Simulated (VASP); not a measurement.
# Co (P6_3/mmc) in VASP: a series of runs, part 2 of 2

VASP 6.6.1. Earlier steps stand in the parts before.

### Step 3. Single point, PBEsol, collinear spin, ferromagnetic start (10.57 Å³/atom)

This run uses another cell than the first one, of 10.57 Å³/atom.

INCAR reads:

```
  ALGO = Normal
  EDIFF = 1E-6
  ENCUT = 520
  GGA = PS
  ISIF = 2
  ISMEAR = -1
  ISPIN = 2
  LASPH = T
  LCHARG = F
  LMAXMIX = 4
  LORBIT = 11
  LREAL = F
  LWAVE = F
  MAGMOM = 2 2
  NBANDS = 20
  NELM = 150
  PREC = Accurate
  SIGMA = 0.05
```

KPOINTS reads:

```
k-points
0
Gamma
  19 19 10
```

POSCAR reads:

```
Co
1.0
    2.4680156958      0.0000000000      0.0000000000
   -1.2340078479      2.1373642896      0.0000000000
    0.0000000000      0.0000000000      4.0081971921
Co
2
Direct
    0.3333333333      0.6666666667      0.2500000000
    0.6666666667      0.3333333333      0.7500000000
```

Potentials or basis: VASP PAW PBE potentials, release 64 (Co).

The run is started by

```sh
$ cat potpaw_PBE.64/Co/POTCAR > POTCAR
$ mpirun -np 1 vasp_std > vasp.out
```

OUTCAR:

```text
EDIFF = 1E-6
   ENCUT = 520
   GGA = PS
   ISIF = 2
   ISMEAR = -1
   ISPIN = 2
   LASPH = T
   LORBIT = 11
   LREAL = F
   NELM = 150
   PREC = Accurate

 ion  position               nearest neighbor table
   1  0.333  0.667  0.250-   2 2.46   2 2.46   2 2.46   2 2.46   2 2.46   2 2.46
   2  0.667  0.333  0.750-   1 2.46   1 2.46   1 2.46   1 2.46   1 2.46   1 2.46

  LATTYP: Found a hexagonal cell.
 ALAT       =     2.4680156958
 C/A-ratio  =     1.6240566050

  Lattice vectors:

 A1 = (   2.4680156958,   0.0000000000,   0.0000000000)
 A2 = (  -1.2340078479,   2.1373642896,   0.0000000000)
 A3 = (   0.0000000000,   0.0000000000,   4.0081971921)

Analysis of symmetry for initial positions (statically):
=====================================================================
 Subroutine PRICEL returns:
 Original cell was already a primitive cell.

 Routine SETGRP: Setting up the symmetry group for a
 hexagonal supercell.

 Subroutine GETGRP returns: Found 24 space group operations
[... 752 lines left out ...]
      5       9.4286      1.00000
      6       9.8035      1.00000
[... 541 lines left out ...]
     19      34.5000      0.00000
     20      36.2603      0.00000

 [... further k-points ...]

------------------------ aborting loop because EDIFF is reached ----------------------------------------

  FORCE on cell =-STRESS in cart. coord.  units (eV):
  Direction    XX          YY          ZZ          XY          YZ          ZX
  --------------------------------------------------------------------------------------
  -------------------------------------------------------------------------------------
  Total       -0.6316835     -0.6316835     -0.8604367      0.0000000      0.0000000      0.0000000
  in kB      -47.8668217    -47.8668217    -65.2009568      0.0000000      0.0000000      0.0000000
  external PRESSURE =     -53.6448667 kB  Pullay stress =       0.0000000 kB

 VOLUME and BASIS-vectors are now :
 -----------------------------------------------------------------------------
  energy-cutoff  :      520.00
  volume of cell :       21.14
      direct lattice vectors                 reciprocal lattice vectors
     2.468015696  0.000000000  0.000000000     0.405183809  0.233932981  0.000000000
    -1.234007848  2.137364290  0.000000000     0.000000000  0.467865962  0.000000000
     0.000000000  0.000000000  4.008197192     0.000000000  0.000000000  0.249488723

 POSITION                                       TOTAL-FORCE (eV/Angst)
 -----------------------------------------------------------------------------------
     -0.00000      1.42491      1.00205        -0.000000      0.000000      0.000000
      1.23401      0.71245      3.00615         0.000000      0.000000      0.000000
 -----------------------------------------------------------------------------------
    total drift:                               -0.000000      0.000000     -0.000000

  FREE ENERGIE OF THE ION-ELECTRON SYSTEM (eV)
  ---------------------------------------------------
  free  energy   TOTEN  =       -15.4710963234 eV

  energy  without entropy=      -15.4562093699  energy(sigma->0) =      -15.46365285

 total charge

# of ion       s       p       d       tot
------------------------------------------
    1        0.500   0.547   7.276   8.323
    2        0.500   0.547   7.276   8.323
--------------------------------------------------
tot          0.999   1.094  14.552  16.646

 magnetization (x)

# of ion       s       p       d       tot
------------------------------------------
    1       -0.015  -0.051   1.655   1.589
    2       -0.015  -0.051   1.655   1.589
--------------------------------------------------
tot         -0.030  -0.103   3.310   3.178
```

stdout:

```text
POSCAR found type information on POSCAR Co
 POSCAR found :  1 types and       2 ions
 scaLAPACK will be used
 -----------------------------------------------------------------------------
|                                                                             |
|                                                                             |
|     You enforced a specific xc type in the INCAR file but a different       |
|     I HOPE YOU KNOW WHAT YOU ARE DOING!                                     |
|                                                                             |
 -----------------------------------------------------------------------------

 LDA part: xc-table for (Slater+PW92), standard interpolation
 POSCAR, INCAR and KPOINTS ok, starting setup
 FFT: planning ... GRIDC
 FFT: planning ... GRID_SOFT
 FFT: planning ... GRID
 WAVECAR not read
 entering main loop
```

Wall time 72 s (1 thread of Intel Xeon 6975P-C (Granite Rapids), shared host); peak memory 0.24 GiB.

Results:

| Property | Result |
| --- | --- |
| Free energy | -15.4711 eV |
| Pressure | -5.4 GPa |
| Net moment | 3.16 μB per cell |
| Site moments | Co +1.59 μB |
| Valence electrons inside the program's atomic spheres | Co 8.32 |

Stress tensor (GPa, compression positive):
```
-4.79  0.00  0.00
 0.00 -4.79  0.00
 0.00  0.00 -6.52
```

Caveat: the cell stands under tension; the PAW data sets were made with another functional, which shifts forces and pressure a little.

### Step 4. Single point, PBEsol, collinear spin, ferromagnetic start (10.90 Å³/atom)

This run uses another cell than the first one, of 10.90 Å³/atom.

INCAR reads:

```
SYSTEM = Co
ALGO = Normal
EDIFF = 1E-6
ENCUT = 520
GGA = PS
ISIF = 2
ISMEAR = -1
ISPIN = 2
LASPH = .True.
LCHARG = .False.
LMAXMIX = 4
LORBIT = 11
LREAL = .False.
LWAVE = .False.
MAGMOM = 2 2
NBANDS = 20
NELM = 150
PREC = Accurate
SIGMA = 0.05
```

KPOINTS reads:

```
k-points
0
Gamma
  19 19 10
  0 0 0
```

POSCAR reads:

```
Co
1.0
    2.4935546764      0.0000000000      0.0000000000
   -1.2467773382      2.1594816955      0.0000000000
    0.0000000000      0.0000000000      4.0496739422
Co
2
Direct
    0.3333333333      0.6666666667      0.2500000000
    0.6666666667      0.3333333333      0.7500000000
```

The run is started by

```sh
$ cat potpaw_PBE.64/Co/POTCAR > POTCAR
$ mpirun -np 1 vasp_std > vasp.out
```

Run time: 83 s. Hardware: 1 thread of Intel Xeon 6975P-C (Granite Rapids), shared host; peak memory 0.26 GiB.

Results (log left out):

| Item | Value |
| --- | --- |
| Free energy | -15.4361 eV |
| Pressure | -11.5 GPa |
| Net moment | 3.22 μB per cell |
| Site moments | Co +1.62 μB |
| Valence electrons inside the program's atomic spheres | Co 8.26 |

Stress tensor (GPa, compression positive):
```
-10.91   0.00   0.00
  0.00 -10.91   0.00
  0.00   0.00 -12.59
```

Levels at points of the mesh, in eV from the Fermi level:
Spin up:
| k point | band 8 | band 9 | band 10 | band 11 | band 12 | band 13 | band 14 | band 15 |
| --- | --- | --- | --- | --- | --- | --- | --- | --- |
| (0.00, 0.00, 0.00) | -1.89 | -1.89 | -0.81 | -0.81 | -0.18 | 6.23 | 21.93 | 24.47 |
| (0.00, 0.00, 0.50) | -2.62 | -1.12 | -1.12 | -1.12 | -1.12 | 14.81 | 14.81 | 22.65 |
Spin down:
| k point | band 3 | band 4 | band 5 | band 6 | band 7 | band 8 | band 9 | band 10 | band 11 | band 12 |
| --- | --- | --- | --- | --- | --- | --- | --- | --- | --- | --- |
| (0.00, 0.00, 0.00) | -1.00 | -0.94 | -0.94 | -0.59 | -0.59 | -0.17 | -0.15 | -0.15 | 1.05 | 1.05 |
| (0.00, 0.00, 0.50) | -1.54 | -1.54 | -1.00 | -1.00 | -1.00 | -1.00 | 0.71 | 0.71 | 0.71 | 0.71 |

Caveat: the cell stands under tension; the PAW data sets were made with another functional, which shifts forces and pressure a little.

### Step 5. Single point, PBEsol, collinear spin, ferromagnetic start

This run uses another cell than the first one, of 11.24 Å³/atom.

INCAR reads:

```
SYSTEM = Co
PREC = Accurate
ENCUT = 520
EDIFF = 1E-7
ISMEAR = -1
SIGMA = 0.05
LREAL = .FALSE.
LASPH = .TRUE.
NELM = 150
ALGO = Normal
ISIF = 2
LWAVE = .FALSE.
LCHARG = .FALSE.
ISPIN = 2
MAGMOM = 2 2
LORBIT = 11
LMAXMIX = 4
GGA = PS
NBANDS = 20
```

KPOINTS reads:

```
regular mesh
0
G
  19 19 10
  0 0 0
```

POSCAR reads:

```
Co
1.0
    2.5190008694      0.0000000000      0.0000000000
   -1.2595004347      2.1815187451      0.0000000000
    0.0000000000      0.0000000000      4.0910000000
Co
2
Direct
    0.3333333333      0.6666666667      0.2500000000
    0.6666666667      0.3333333333      0.7500000000
```

The run is started by

```sh
$ cat potpaw_PBE.64/Co/POTCAR > POTCAR
$ mpirun -np 1 vasp_std > vasp.out
```

It took 96 s on 1 thread of Intel Xeon 6975P-C (Granite Rapids), shared host; peak memory 0.26 GiB.

It converged, with:

```
Free energy                                           : -15.3767 eV
Pressure                                              : -16.6 GPa
Net moment                                            : 3.27 μB per cell
Site moments                                          : Co +1.66 μB
Valence electrons inside the program's atomic spheres : Co 8.20
```

Stress tensor (GPa, compression positive):
```
-16.12   0.00   0.00
  0.00 -16.12   0.00
  0.00   0.00 -17.60
```

Levels at points of the mesh, in eV from the Fermi level:
Spin up:
```
           k point  band 9  band 10  band 11  band 12  band 13  band 14
(0.00, 0.00, 0.00)   -1.90    -0.86    -0.86    -0.16     5.96    21.67
(0.00, 0.00, 0.50)   -1.16    -1.16    -1.16    -1.16    14.46    14.46
```
Spin down:
```
           k point  band 3  band 4  band 5  band 6  band 7  band 8  band 9  band 10  band 11  band 12
(0.00, 0.00, 0.00)   -0.94   -0.89   -0.89   -0.54   -0.54   -0.16   -0.12    -0.12     1.02     1.02
(0.00, 0.00, 0.50)   -1.46   -1.46   -0.94   -0.94   -0.94   -0.94    0.70     0.70     0.70     0.70
```

Caveat: the cell stands under tension; the PAW data sets were made with another functional, which shifts forces and pressure a little.

### Step 6. Summary

```tsv
cell	gap on the mesh (eV)	pressure (GPa)	moment (μB)
a = 2.595, b = 2.595, c = 4.091 Å, angles 90.0, 90.0, 120.0°, 2 atoms	none	-24.6	3.33
a = 2.468, b = 2.468, c = 4.008 Å, angles 90.0, 90.0, 120.0°, 2 atoms	none	-5.4	3.16
a = 2.494, b = 2.494, c = 4.050 Å, angles 90.0, 90.0, 120.0°, 2 atoms	none	-11.5	3.22
a = 2.519, b = 2.519, c = 4.091 Å, angles 90.0, 90.0, 120.0°, 2 atoms	none	-16.6	3.27
```

Alike in all rows: task single point; level PBEsol; potentials or basis VASP PAW PBE potentials, release 64 (Co); spin collinear, ferromagnetic start; k mesh 19 × 19 × 10; cutoff (eV) 520; smearing fermi-dirac 0.05 eV.

Caveats: the cell stands under tension; the PAW data sets were made with another functional, which shifts forces and pressure a little.

Total energies depend on the potentials used, so only differences within one code and one set of settings carry meaning.
